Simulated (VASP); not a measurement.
# Au (Fm-3m) in VASP: notebook

Au is run at these levels: r2SCAN; tasks: single point, relaxation of cell and atoms.

Everything below comes from runs of VASP 6.6.1. Logs are shortened: lines on timing, memory, paths and dates and some standing lists are left out, and cuts for length are marked.

## (1) The cell of the first run

Symmetry: Fm-3m, No. 225, cubic system. The conventional cell has a = 4.124 Å, b = 4.124 Å, c = 4.124 Å, α = 90.00°, β = 90.00°, γ = 90.00°. Au (site symmetry m-3m) has 12 Au at 2.92 Å within 3.8 Å.

## (2) Single point, r2SCAN

The input, POSCAR:

```
Au
1.0
    0.0000000000      2.0621898477      2.0621898477
    2.0621898477      0.0000000000      2.0621898477
    2.0621898477      2.0621898477      0.0000000000
Au
1
Direct
    0.0000000000      0.0000000000      0.0000000000
```

The input, INCAR.step1:

```
PREC     = Accurate       # precision mode
ENCUT    = 520            # plane-wave cutoff, eV
ISMEAR   = 0              # smearing method
SIGMA    = 0.1            # smearing width, eV
LREAL    = F              # projectors in reciprocal space
LASPH    = T              # aspherical terms in the spheres
NELM     = 100            # most SCF steps
NBANDS   = 12             # bands
GGA      = PE             # functional
ALGO     = Normal         # electronic algorithm
EDIFF    = 1E-4           # SCF threshold, eV
LWAVE    = T              # write WAVECAR
LCHARG   = F              # write CHGCAR
```

The input, INCAR.step2:

```
PREC     = Accurate       # precision mode
ENCUT    = 520            # plane-wave cutoff, eV
EDIFF    = 1E-6           # SCF threshold, eV
ISMEAR   = 0              # smearing method
SIGMA    = 0.1            # smearing width, eV
LREAL    = F              # projectors in reciprocal space
LASPH    = T              # aspherical terms in the spheres
NELM     = 100            # most SCF steps
ALGO     = Normal         # electronic algorithm
ISIF     = 2              # what is computed and relaxed
LWAVE    = F              # write WAVECAR
LCHARG   = T              # write CHGCAR
METAGGA  = R2SCAN         # meta-GGA
LMIXTAU  = T            
LELF     = T              # ELF
LVHAR    = T            
NBANDS   = 12             # bands
ISTART   = 1
```

The input, KPOINTS:

```
regular mesh
0
Gamma
  18 18 18
```

Potentials or basis: VASP PAW PBE potentials, release 64 (Au).

On the command line:

```sh
> cat potpaw_PBE.64/Au/POTCAR > POTCAR
> cp INCAR.step1 INCAR
> mpirun -np 1 vasp_std > vasp.out
> cp INCAR.step2 INCAR
> mpirun -np 1 vasp_std > vasp.out
```

OUTCAR:

```text
PREC = Accurate
   ENCUT = 520
   EDIFF = 1E-6
   ISMEAR = 0
   LREAL = F
   LASPH = T
   NELM = 100
   ISIF = 2
   METAGGA = R2SCAN
   ISTART = 1

 ion  position               nearest neighbor table
   1  0.000  0.000  0.000-

  LATTYP: Found a face centered cubic cell.
 ALAT       =     4.1243796954

  Lattice vectors:

 A1 = (   0.0000000000,   2.0621898477,   2.0621898477)
 A2 = (   2.0621898477,   0.0000000000,   2.0621898477)
 A3 = (   2.0621898477,   2.0621898477,   0.0000000000)

Analysis of symmetry for initial positions (statically):
=====================================================================
 Subroutine PRICEL returns:
 Original cell was already a primitive cell.

 Routine SETGRP: Setting up the symmetry group for a
 face centered cubic supercell.

 Subroutine GETGRP returns: Found 48 space group operations
 (whereof 48 operations were pure point group operations)
 out of a pool of 48 trial point group operations.

The static configuration has the point symmetry O_h .

Analysis of symmetry for dynamics (positions and initial velocities):
=====================================================================
 Subroutine PRICEL returns:
 Original cell was already a primitive cell.

 Routine SETGRP: Setting up the symmetry group for a
 face centered cubic supercell.

 Subroutine GETGRP returns: Found 48 space group operations
 (whereof 48 operations were pure point group operations)
 out of a pool of 48 trial point group operations.

The dynamic configuration has the point symmetry O_h .

 Subroutine INISYM returns: Found 48 space group operations
 (whereof 48 operations are pure point group operations),
 and found     1 'primitive' translations

----------------------------------------------------------------------------------------

                                     Primitive cell

  volume of cell :      17.5394

  direct lattice vectors                    reciprocal lattice vectors
     0.000000000  2.062189848  2.062189848    -0.242460703  0.242460703  0.242460703
     2.062189848  0.000000000  2.062189848     0.242460703 -0.242460703  0.242460703
     2.062189848  2.062189848  0.000000000     0.242460703  0.242460703 -0.242460703

  length of vectors
     2.916376851  2.916376851  2.916376851     0.419954256  0.419954256  0.419954256

  position of ions in fractional coordinates (direct lattice)
     0.000000000  0.000000000  0.000000000

  ion indices of the primitive-cell ions
   primitive index   ion index
[... 75 lines left out ...]
   EDIFFG = 0.1E-04   stopping-criterion for IOM
   NSW    =      0    number of steps for IOM
   IBRION =     -1    ionic relax: 0-MD 1-quasi-New 2-CG
   NFREE  =      0    steps in history (QN), initial steepest desc. (CG)
   ISIF   =      2    stress and relaxation
   ISYM   =      2    0-nonsym 1-usesym 2-fastsym
   POTIM  = 0.5000    time-step for ionic-motion
   TEBEG  =    0.0;   TEEND  =   0.0 temperature during run
   PSTRESS=    0.0 pullay stress
   NELECT =      11.0000    total number of electrons
   NUPDOWN=      -1.0000    fix difference up-down
   EMIN   =  10.00;   EMAX   =-10.00  energy-range for DOS
   EFERMI =   0.00;   METHOD = LEGACY
   ISMEAR =     0;   SIGMA  =   0.10  broadening in eV -4-tet -1-fermi 0-gaus
   EFERMI_NEDOS =   21; number of points for ismear=-14 and -15
   IALGO  =     38    algorithm
   IMIX   =      4    mixing-type and parameters
     AMIX     =   0.40;   BMIX     =  1.00
     AMIX_MAG =   1.60;   BMIX_MAG =  1.00
  volume/ion in A,a.u.               =      17.54       118.36
  Fermi-wavevector in a.u.,A,eV,Ry     =   1.401308  2.648089 26.717290  1.963665
  Thomas-Fermi vector in A             =   2.524183
   LORBIT       =      0    0 simple, 1 ext, 2 COOP (PROOUT), +10 PAW based schemes
   METAGGA = R2SCAN    functional components
   LHFCALC =     F    Hartree Fock is set to
   AEXX    =    0.0000 exact exchange contribution
   IVDW    =     0    specifies the selected vdW correction
   LEPSILON=     F    determine dielectric tensor
   LRPA    =     F    only Hartree local field effects (RPA)
 non-spin polarized calculation
 Gauss-broadening in eV      SIGMA  =   0.10
  energy-cutoff  :      520.00
  volume of cell :       17.54
 maximum number of plane-waves:       495
 NGX is ok and might be reduce to    24
   NGX = 11   NGY = 11   NGZ = 11

 number of electron      11.0000001 magnetization

 Free energy of the ion-electron system (eV)
  ---------------------------------------------------
  ext. energy  EPLUGINS =         0.00000000
  ---------------------------------------------------
  free energy    TOTEN  =       -50.59699881 eV

  energy without entropy =      -50.59584435  energy(sigma->0) =      -50.59642158

 E-fermi :   8.8159     XC(G=0): -13.4256

 val. band max:        8.7946524361   @ k =   0.5000   0.2778   0.1111
 cond. band min:       8.8552675933   @ k =   0.5000   0.1667   0.0556
 fundamental gap:      0.0606151571
 Fermi energy:         8.8159171534

 k-point     1 :       0.0000    0.0000    0.0000
  band No.  band energies     occupation
      1      -0.9250      2.00000
      2       4.0623      2.00000
      3       4.0623      2.00000
      4       4.0623      2.00000
      5       5.5185      2.00000
      6       5.5185      2.00000
      7      24.2087      0.00000
      8      28.1258      0.00000
      9      28.1258      0.00000
     10      28.1258      0.00000
     11      33.3051      0.00000
     12      37.4543      0.00000
[... 331 lines left out ...]
 k-point    24 :      -0.2222    0.0556    0.0000
  band No.  band energies     occupation
      1       0.8721      2.00000
      2       3.8439      2.00000
      3       4.3650      2.00000
      4       4.3951      2.00000
      5       5.4418      2.00000
      6       5.9146      2.00000
      7      20.8026      0.00000
      8      25.2180      0.00000
      9      27.9111      0.00000
     10      30.4731      0.00000
     11      30.8183      0.00000
     12      32.4311      0.00000

 [... further k-points ...]
[... 5 lines left out ...]
  --------------------------------------------------------------------------------------
  -------------------------------------------------------------------------------------
  Total        0.0272932      0.0272932      0.0272932      0.0000000      0.0000000      0.0000000
  in kB        2.4931533      2.4931533      2.4931533      0.0000000      0.0000000      0.0000000
  external PRESSURE =       2.4931533 kB  Pullay stress =       0.0000000 kB

 VOLUME and BASIS-vectors are now :
 -----------------------------------------------------------------------------
  energy-cutoff  :      520.00
  volume of cell :       17.54
      direct lattice vectors                 reciprocal lattice vectors
     0.000000000  2.062189848  2.062189848    -0.242460703  0.242460703  0.242460703
     2.062189848  0.000000000  2.062189848     0.242460703 -0.242460703  0.242460703
     2.062189848  2.062189848  0.000000000     0.242460703  0.242460703 -0.242460703

 POSITION                                       TOTAL-FORCE (eV/Angst)
 -----------------------------------------------------------------------------------
      0.00000      0.00000      0.00000        -0.000000     -0.000000     -0.000000
 -----------------------------------------------------------------------------------
    total drift:                               -0.000000      0.000000      0.000000

  FREE ENERGIE OF THE ION-ELECTRON SYSTEM (eV)
  ---------------------------------------------------
  free  energy   TOTEN  =       -50.5969988118 eV

  energy  without entropy=      -50.5958443477  energy(sigma->0) =      -50.59642158
```

OUTCAR.step1:

```text
PREC = Accurate
   ENCUT = 520
   ISMEAR = 0
   LREAL = F
   LASPH = T
[... 576 lines left out ...]

 POSITION                                       TOTAL-FORCE (eV/Angst)
 -----------------------------------------------------------------------------------
      0.00000      0.00000      0.00000         0.000000      0.000000      0.000000
 -----------------------------------------------------------------------------------
    total drift:                               -0.000000      0.000000     -0.000000

  FREE ENERGIE OF THE ION-ELECTRON SYSTEM (eV)
  ---------------------------------------------------
  free  energy   TOTEN  =        -3.2178869533 eV

  energy  without entropy=       -3.2165819993  energy(sigma->0) =       -3.21723448
```

It took 2.3 min on 1 thread of AMD EPYC 7R13 (Zen 3), shared host; peak memory 0.14 GiB.

Results:

```yaml
Free_energy: -50.5970 eV
Pressure: 0.2 GPa
```

Caveat: the PAW data sets were made with another functional, which shifts forces and pressure a little; spin-orbit coupling is left out, which moves the levels of the heavy elements.

## (3) Relaxation of cell and atoms, r2SCAN

This run uses another cell than the first one, of 18.14 Å³/atom, 1.035 times its volume.

The input, POSCAR:

```
Au
1.0
    0.0000000000      2.0856442700      2.0856442700
    2.0856442700      0.0000000000      2.0856442700
    2.0856442700      2.0856442700      0.0000000000
Au
1
Direct
    0.0000000000      0.0000000000      0.0000000000
```

The input, INCAR.step1:

```
ALGO = Normal
EDIFF = 1E-4
ENCUT = 600
GGA = PE
ISMEAR = 0
LASPH = T
LCHARG = F
LREAL = F
LWAVE = T
NELM = 100
PREC = Accurate
SIGMA = 0.1
```

The input, INCAR.step2:

```
ALGO = Normal
EDIFF = 1E-6
EDIFFG = -0.005
ENCUT = 600
IBRION = 2
ISIF = 3
ISMEAR = 0
ISTART = 1
LASPH = T
LCHARG = F
LMIXTAU = T
LREAL = F
LWAVE = F
METAGGA = R2SCAN
NELM = 100
NSW = 100
PREC = Accurate
SIGMA = 0.1
```

The input, KPOINTS:

```
k-points
0
Gamma
  18 18 18
```

Potentials or basis: VASP PAW PBE potentials, release 64 (Au).

On the command line:

```sh
> cat potpaw_PBE.64/Au/POTCAR > POTCAR
> cp INCAR.step1 INCAR
> mpirun -np 1 vasp_std > vasp.out
> cp INCAR.step2 INCAR
> mpirun -np 1 vasp_std > vasp.out
```

Wall time 3.8 min (1 thread of AMD EPYC 9R14 (Zen 4), shared host); peak memory 0.16 GiB.

It converged, with:

| Property | Result |
| --- | --- |
| Free energy | -50.5964 eV |
| Relaxed volume | 17.58 Å³/atom |
| Relaxed cell | a = 2.919 Å, b = 2.919 Å, c = 2.919 Å, α = 60.00°, β = 60.00°, γ = 60.00° |
| Space group after relaxing (to 0.05 Å) | Fm-3m (No. 225) |
| Energy gained by relaxing | 8.3 meV/atom |
| Ionic steps | 3 |
| Pressure after relaxing | 0.0 GPa |

The path:
| step | energy change (eV) | largest force (eV/Å) | pressure (GPa) | volume (Å³) |
| --- | --- | --- | --- | --- |
| 1 | 0.0000 | 0.0000 | -4.49 | 18.14 |
| 2 | 0.0082 | 0.0000 | 7.62 | 16.84 |
| 3 | -0.0083 | 0.0000 | -0.03 | 17.58 |

Final structure:
```yaml
crystal:
  lattice:
    - [0.00000, 2.06379, 2.06379]
    - [2.06379, 0.00000, 2.06379]
    - [2.06379, 2.06379, 0.00000]
  atoms:
    - { symbol: Au, position: [0.00000, 0.00000, 0.00000] }
```

Levels at points of the mesh, in eV from the Fermi level:
```
           k point  band 2  band 3  band 4  band 5  band 6  band 7  band 8  band 9
(0.00, 0.00, 0.00)   -4.74   -4.74   -4.74   -3.29   -3.29   15.40   19.30   19.30
(0.50, 0.00, 0.00)   -4.78   -4.78   -2.11   -2.11   -0.61    3.04   14.87   17.71
(0.50, 0.50, 0.00)   -6.74   -2.17   -1.78   -1.78    1.32    5.79   10.47   10.47
```

Caveat: the PAW data sets were made with another functional, which shifts forces and pressure a little; spin-orbit coupling is left out, which moves the levels of the heavy elements.

(Continued in part 2 of 2.)
